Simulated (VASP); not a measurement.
# Co (Pm-3m) in VASP: further runs, part 2 of 2

VASP 6.6.1. Earlier steps stand in the parts before.

**3. Relaxation of cell and atoms, PBEsol, collinear spin, ferromagnetic start, target pressure -6.6 GPa, at which the enthalpy is minimised**

This run uses another cell than the first one, of 12.68 Å³/atom.

Input file INCAR:

```
ALGO     = Normal         # electronic algorithm
EDIFF    = 1E-6           # SCF threshold, eV
EDIFFG   = -0.005         # ionic threshold
ENCUT    = 600            # plane-wave cutoff, eV
GGA      = PS             # functional
IBRION   = 2              # ionic algorithm
ISIF     = 3              # what is computed and relaxed
ISMEAR   = -1             # smearing method
ISPIN    = 2              # spin polarisation
LASPH    = T              # aspherical terms in the spheres
LCHARG   = F              # write CHGCAR
LMAXMIX  = 4              # l up to which the mixer works
LORBIT   = 11             # projections on sites
LREAL    = F              # projectors in reciprocal space
LWAVE    = F              # write WAVECAR
MAGMOM   = 1.7            # initial moments
NELM     = 150            # most SCF steps
NSW      = 32             # ionic steps
PREC     = Accurate       # precision mode
PSTRESS  = -66.0        
SIGMA    = 0.08           # smearing width, eV
```

Input file KPOINTS:

```
k-points
0
Gamma
  17 17 17
```

Input file POSCAR:

```
Co
1.0
    2.3317988382      0.0000000000      0.0000000000
    0.0000000000      2.3317988382      0.0000000000
    0.0000000000      0.0000000000      2.3317988382
Co
1
Direct
    0.0000000000      0.0000000000      0.0000000000
```

Potentials or basis: VASP PAW PBE potentials, release 64 (Co).

Launch:

```console
$ cat potpaw_PBE.64/Co/POTCAR > POTCAR
$ mpirun -np 1 vasp_std > vasp.out
```

OUTCAR:

```text
EDIFF = 1E-6
   EDIFFG = -0.005
   ENCUT = 600
   GGA = PS
   IBRION = 2
   ISIF = 3
   ISMEAR = -1
   ISPIN = 2
   LASPH = T
   LORBIT = 11
   LREAL = F
   NELM = 150
   NSW = 32
   PREC = Accurate
   PSTRESS = -66.0

 ion  position               nearest neighbor table
   1  0.000  0.000  0.000-

  LATTYP: Found a simple cubic cell.
 ALAT       =     2.3317988382

  Lattice vectors:

 A1 = (   2.3317988382,   0.0000000000,   0.0000000000)
 A2 = (   0.0000000000,   2.3317988382,   0.0000000000)
 A3 = (   0.0000000000,   0.0000000000,   2.3317988382)

Analysis of symmetry for initial positions (statically):
=====================================================================
 Subroutine PRICEL returns:
 Original cell was already a primitive cell.

 Routine SETGRP: Setting up the symmetry group for a
 simple cubic supercell.

 Subroutine GETGRP returns: Found 48 space group operations
 (whereof 48 operations were pure point group operations)
 out of a pool of 48 trial point group operations.

The static configuration has the point symmetry O_h .

Analysis of symmetry for dynamics (positions and initial velocities):
=====================================================================
 Subroutine PRICEL returns:
 Original cell was already a primitive cell.

 Routine SETGRP: Setting up the symmetry group for a
 simple cubic supercell.

 Subroutine GETGRP returns: Found 48 space group operations
 (whereof 48 operations were pure point group operations)
 out of a pool of 48 trial point group operations.

The dynamic configuration has the point symmetry O_h .

Analysis of structural, dynamic, and magnetic symmetry:
=====================================================================
 Subroutine PRICEL returns:
 Original cell was already a primitive cell.

 Routine SETGRP: Setting up the symmetry group for a
 simple cubic supercell.

 Subroutine GETGRP returns: Found 48 space group operations
 (whereof 48 operations were pure point group operations)
 out of a pool of 48 trial point group operations.

The overall configuration has the point symmetry O_h .

 Subroutine INISYM returns: Found 48 space group operations
 (whereof 48 operations are pure point group operations),
 and found     1 'primitive' translations

----------------------------------------------------------------------------------------

                                     Primitive cell

  volume of cell :      12.6787

  direct lattice vectors                    reciprocal lattice vectors
     2.331798838  0.000000000  0.000000000     0.428853460  0.000000000  0.000000000
     0.000000000  2.331798838  0.000000000     0.000000000  0.428853460  0.000000000
     0.000000000  0.000000000  2.331798838     0.000000000  0.000000000  0.428853460

  length of vectors
     2.331798838  2.331798838  2.331798838     0.428853460  0.428853460  0.428853460

  position of ions in fractional coordinates (direct lattice)
     0.000000000  0.000000000  0.000000000

  ion indices of the primitive-cell ions
   primitive index   ion index
                 1           1
[... 53 lines left out ...]
 [... further k-points ...]
   k-points           NKPTS =    165   k-points in BZ     NKDIM =    165   number of bands    NBANDS=      9
   number of dos      NEDOS =    301   number of ions     NIONS =      1
   total plane-waves  NPLWV =   8000
   dimension x,y,z NGX =    20 NGY =   20 NGZ =   20
   dimension x,y,z NGXF=    40 NGYF=   40 NGZF=   40
   ions per type =               1
   NGX,Y,Z   is equivalent  to a cutoff of  14.26, 14.26, 14.26 a.u.
   NGXF,Y,Z  is equivalent  to a cutoff of  28.52, 28.52, 28.52 a.u.
 SYSTEM =  unknown system
   PREC   = accura    normal or accurate (medium, high low for compatibility)
   ISTART =      0    job   : 0-new  1-cont  2-samecut
   ICHARG =      2    charge: 1-file 2-atom 10-const
   ISPIN  =      2    spin polarized calculation?
   LNONCOLLINEAR =      F non collinear calculations
   LSORBIT =      F    spin-orbit coupling
   LASPH  =      T    aspherical Exc in radial PAW
   ENCUT  =  600.0 eV  44.10 Ry    6.64 a.u.   4.66  4.66  4.66*2*pi/ulx,y,z
   NELM   =    150;   NELMIN=  2; NELMDL= -5     # of ELM steps
   EDIFF  = 0.1E-05   stopping-criterion for ELM
   LREAL  =      F    real-space projection
   EDIFFG = -.5E-02   stopping-criterion for IOM
   NSW    =     32    number of steps for IOM
   IBRION =      2    ionic relax: 0-MD 1-quasi-New 2-CG
   NFREE  =      1    steps in history (QN), initial steepest desc. (CG)
   ISIF   =      3    stress and relaxation
   ISYM   =      2    0-nonsym 1-usesym 2-fastsym
   POTIM  = 0.5000    time-step for ionic-motion
   TEBEG  =    0.0;   TEEND  =   0.0 temperature during run
   PSTRESS=  -66.0 pullay stress
   NELECT =       9.0000    total number of electrons
   NUPDOWN=      -1.0000    fix difference up-down
   EMIN   =  10.00;   EMAX   =-10.00  energy-range for DOS
   EFERMI =   0.00;   METHOD = LEGACY
   ISMEAR =    -1;   SIGMA  =   0.08  broadening in eV -4-tet -1-fermi 0-gaus
   EFERMI_NEDOS =   21; number of points for ismear=-14 and -15
   IALGO  =     38    algorithm
   IMIX   =      4    mixing-type and parameters
     AMIX     =   0.40;   BMIX     =  1.00
     AMIX_MAG =   1.60;   BMIX_MAG =  1.00
  volume/ion in A,a.u.               =      12.68        85.56
  Fermi-wavevector in a.u.,A,eV,Ry     =   1.460376  2.759710 29.017105  2.132697
  Thomas-Fermi vector in A             =   2.576832
   LORBIT       =     11    0 simple, 1 ext, 2 COOP (PROOUT), +10 PAW based schemes
   GGA     = PS    functional components
   LHFCALC =     F    Hartree Fock is set to
   AEXX    =    0.0000 exact exchange contribution
   IVDW    =     0    specifies the selected vdW correction
   LEPSILON=     F    determine dielectric tensor
   LRPA    =     F    only Hartree local field effects (RPA)
 conjugate gradient relaxation of ions
 spin polarized calculation
  energy-cutoff  :      600.00
  volume of cell :       12.68
 maximum number of plane-waves:       445
 NGX is ok and might be reduce to    20
   NGX =  9   NGY =  9   NGZ =  9

--------------------------------------- Ionic step        1  -------------------------------------------

 number of electron       8.9999999 magnetization       1.8325777

 Free energy of the ion-electron system (eV)
  ---------------------------------------------------
  ext. energy  EPLUGINS =         0.00000000
  ---------------------------------------------------
  free energy    TOTEN  =        -6.88920748 eV

  energy without entropy =       -6.85613987  energy(sigma->0) =       -6.87267367

------------------------ aborting loop because EDIFF is reached ----------------------------------------

  FORCE on cell =-STRESS in cart. coord.  units (eV):
  Direction    XX          YY          ZZ          XY          YZ          ZX
  --------------------------------------------------------------------------------------
  -------------------------------------------------------------------------------------
  Total       -0.5786384     -0.5786384     -0.5786384      0.0000000      0.0000000      0.0000000
  in kB      -73.1214092    -73.1214092    -73.1214092      0.0000000      0.0000000      0.0000000
  external PRESSURE =      -7.1214092 kB  Pullay stress =     -66.0000000 kB
[... 61 lines left out ...]
--------------------------------------- Ionic step        3  -------------------------------------------

 number of electron       9.0000001 magnetization       1.8236632

 Free energy of the ion-electron system (eV)
  ---------------------------------------------------
  ext. energy  EPLUGINS =         0.00000000
  ---------------------------------------------------
  free energy    TOTEN  =        -6.89257180 eV

  energy without entropy =       -6.85946869  energy(sigma->0) =       -6.87602024

 E-fermi :   8.3745     XC(G=0): -12.6277

 val. band max:        8.3695079012   @ k =   0.4118   0.3529   0.0588
 cond. band min:       8.3753009833   @ k =   0.4118   0.1176   0.0000
 fundamental gap:      0.0057930821
 Fermi energy:         8.3744963683

 spin component 1

 k-point     1 :       0.0000    0.0000    0.0000
  band No.  band energies     occupation
      1       0.0207      1.00000
      2       4.0125      1.00000
      3       4.0125      1.00000
      4       7.3345      1.00000
      5       7.3345      1.00000
      6       7.3345      1.00000
      7      27.3786      0.00000
      8      27.3786      0.00000
      9      27.3786      0.00000
[... 265 lines left out ...]
 k-point    24 :       0.4706    0.1176    0.0000
  band No.  band energies     occupation
      1       4.1380      1.00000
      2       4.7038      1.00000
      3       5.2576      1.00000
      4       6.2381      1.00000
      5       7.2941      1.00000
      6       8.0218      0.98798
      7      12.1592      0.00000
      8      29.1853      0.00000
      9      31.5212      0.00000

 [... further k-points ...]

 spin component 2

 k-point     1 :       0.0000    0.0000    0.0000
  band No.  band energies     occupation
      1       0.2273      1.00000
      2       5.3552      1.00000
      3       5.3552      1.00000
      4       9.5484      0.00000
      5       9.5484      0.00000
      6       9.5484      0.00000
      7      27.7608      0.00000
      8      27.7608      0.00000
      9      27.7608      0.00000
[... 308 lines left out ...]
  energy  without entropy=       -6.8594686911  energy(sigma->0) =       -6.87602024

  enthalpy is  TOTEN    =        -7.4116766384 eV   P V=       -0.5191048419

 reached required accuracy - stopping structural energy minimisation

 total charge

# of ion       s       p       d       tot
------------------------------------------
    1        0.500   0.417   7.273   8.189

 magnetization (x)

# of ion       s       p       d       tot
------------------------------------------
    1        0.006  -0.002   1.820   1.823
```

Run time: 30 s. Hardware: 1 thread of Intel Xeon 6975P-C (Granite Rapids), shared host; peak memory 0.16 GiB.

Results:

| Property | Result |
| --- | --- |
| Free energy | -6.8926 eV |
| Relaxed volume | 12.60 Å³/atom |
| Relaxed cell | a = 2.327 Å, b = 2.327 Å, c = 2.327 Å, α = 90.00°, β = 90.00°, γ = 90.00° |
| Space group after relaxing (to 0.1 Å) | Pm-3m (No. 221) |
| Energy change on relaxing (the run minimises the enthalpy) | -3.4 meV/atom |
| Ionic steps | 3 |
| Pressure after relaxing | -6.6 GPa |
| Net moment | 1.82 μB per cell |
| Site moments | Co +1.82 μB |
| Valence electrons inside the program's atomic spheres | Co 8.19 |

Step by step:
```csv
step,energy change (eV),largest force (eV/Å),pressure (GPa),volume (Å³)
1,0.0000,0.0000,-7.31,12.68
2,-0.0044,0.0000,-6.23,12.58
3,-0.0034,0.0000,-6.63,12.60
```

Final structure:
```cif
data_structure
_symmetry_space_group_name_H-M 'P 1'
_symmetry_Int_Tables_number 1
_cell_length_a 2.3271
_cell_length_b 2.3271
_cell_length_c 2.3271
_cell_angle_alpha 90.000
_cell_angle_beta 90.000
_cell_angle_gamma 90.000
_cell_volume 12.60
loop_
_atom_site_label
_atom_site_type_symbol
_atom_site_fract_x
_atom_site_fract_y
_atom_site_fract_z
_atom_site_occupancy
Co1 Co 0.00000 0.00000 0.00000 1
```

Caveat: the cell is relaxed towards a set pressure, so the run minimises the enthalpy, not the energy; the PAW data sets were made with another functional, which shifts forces and pressure a little.
